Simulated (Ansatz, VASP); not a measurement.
LiF: VASP beside Ansatz

INCAR

```
PREC = Accurate ; ENCUT = 520
EDIFF = 1E-7 ; ISMEAR = 0
SIGMA = 0.05 ; LREAL = F
LASPH = T ; NELM = 60
ALGO = Normal ; ISIF = 2
LWAVE = F ; LCHARG = T
GGA = CA ; LELF = T
LVHAR = T ; NBANDS = 18
```

KPOINTS

```
Automatic mesh
0
Gamma
  9 9 6
```

Contents of POSCAR:

```
LiF
1.0
    3.0801704379      0.0000000000      0.0000000000
   -1.5400852189      2.6675058472      0.0000000000
    0.0000000000      0.0000000000      4.5087534870
Li F
2 2
Direct
    0.3333333333      0.6666666667      0.4120529761
    0.6666666667      0.3333333333      0.9120529761
    0.3333333333      0.6666666667      0.9910195924
    0.6666666667      0.3333333333      0.4910195924
```

Input for Ansatz:

```yaml
crystal:
  lattice:
    - [3.0801704379, 0.0, 0.0]
    - [-1.5400852189, 2.6675058472, 0.0]
    - [0.0, 0.0, 4.508753487]
  atoms:
    - { symbol: Li, position: [0.3333333333, 0.6666666667, 0.4120529761] }
    - { symbol: Li, position: [0.6666666667, 0.3333333333, 0.9120529761] }
    - { symbol: F, position: [0.3333333333, 0.6666666667, 0.9910195924] }
    - { symbol: F, position: [0.6666666667, 0.3333333333, 0.4910195924] }
basis:
  ecutwfc: 520.0
kpoints:
  mp_grid: { grid: [9, 9, 6] }
hamiltonian:
  xc: lda
scf:
  occupations: { method: gaussian, width: 0.05 }
output:
  forces: true
  stress: true
  eigenvalues: true
```

Alike in both runs: task single point; functional LDA; k mesh 9 × 9 × 6; occupations gaussian, width 0.05 eV; no spin polarisation.

|  | VASP | Ansatz |
| --- | --- | --- |
| version | VASP 6.6.1 | Ansatz 0.2.0 |
| potentials or method | VASP PAW LDA potentials, release 64 (Li_sv, F), cutoff 520 eV | scalar-relativistic, plane waves, PAW |
| valence electrons in the cell | 20 | 20 |

Ansatz gave:

| Quantity | Value |
| --- | --- |
| gap on the k mesh at the Fermi level (eV) | 7.66 |
| least direct gap on the mesh (eV) | 7.66 |
| rms of the force components (eV/Å) | 0.073 |

**Question.** What did VASP give for the same quantities?

**Answer.** gap on the k mesh at the Fermi level (eV): 7.64; least direct gap on the mesh (eV): 7.64; rms of the force components (eV/Å): 0.071.

LDA's correlation is that of Perdew and Zunger in VASP and of Perdew and Wang (1992) in Ansatz. Atom by atom the forces differ by 0.002 eV/Å (rms over components).

Noted on VASP's run: the cutoff is short for stress, so the pressure is rough.
